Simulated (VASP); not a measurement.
A run of VASP 6.6.1:

File INCAR:

```
PREC = Accurate
ENCUT = 520
EDIFF = 1E-7
ISMEAR = 0
SIGMA = 0.02
LREAL = Auto
LASPH = True
NELM = 100
ALGO = Normal
ISIF = 2
LWAVE = False
LCHARG = False
NBANDS = 79
NELECT = 134.0
```

File KPOINTS:

```
Automatic mesh
0
Gamma
  2 2 2
```

Contents of POSCAR:

```
Zn7S8
1.0
    0.0000000000      5.2968478578     -5.2968478578
    5.2968478578      5.2968478578      0.0000000000
    5.2968478578      0.0000000000     -5.2968478578
Zn S
7 8
Direct
    0.0116432455     -0.0116432455      0.5116432589
    0.4883567679     -0.0116432455      0.5116432589
    0.4883567679      0.5116432589      0.5116432589
    0.0116432455     -0.0116432455      0.9883567813
    0.0116432455      0.5116432589      0.9883567813
    0.5000000134      0.0000000000      1.0000000268
    0.4883567679      0.5116432589      0.9883567813
    0.1224634948      0.1258455062      0.1258455062
    0.1193936501      0.6193936636      0.1418190630
    0.6258455196      0.1258455062      0.1258455062
    0.6258455196      0.6224633194      0.1258455062
    0.1193936501      0.1418190630      0.6193936636
    0.1193936501      0.6193936636      0.6193936636
    0.6258455196      0.1258455062      0.6224633194
    0.6418190764      0.6193936636      0.6193936636
```

Potentials or basis: VASP PAW LDA potentials, release 64 (Zn, S).

The run is started by

```sh
$ cat potpaw_LDA.64/Zn/POTCAR potpaw_LDA.64/S/POTCAR > POTCAR
$ mpirun -np 1 vasp_std > vasp.out
```

Hardware: 1 thread of Intel(R) Xeon(R) Platinum 8259CL CPU @ 2.50GHz (Skylake/Cascade Lake) (shared host).

Question: Estimate the wall time of this run.

Answer: Wall time 2.6 min on 1 thread of Intel(R) Xeon(R) Platinum 8259CL CPU @ 2.50GHz (Skylake/Cascade Lake), on a shared host, peak memory 0.34 GiB. Counts: scf iterations 16, k points 3.
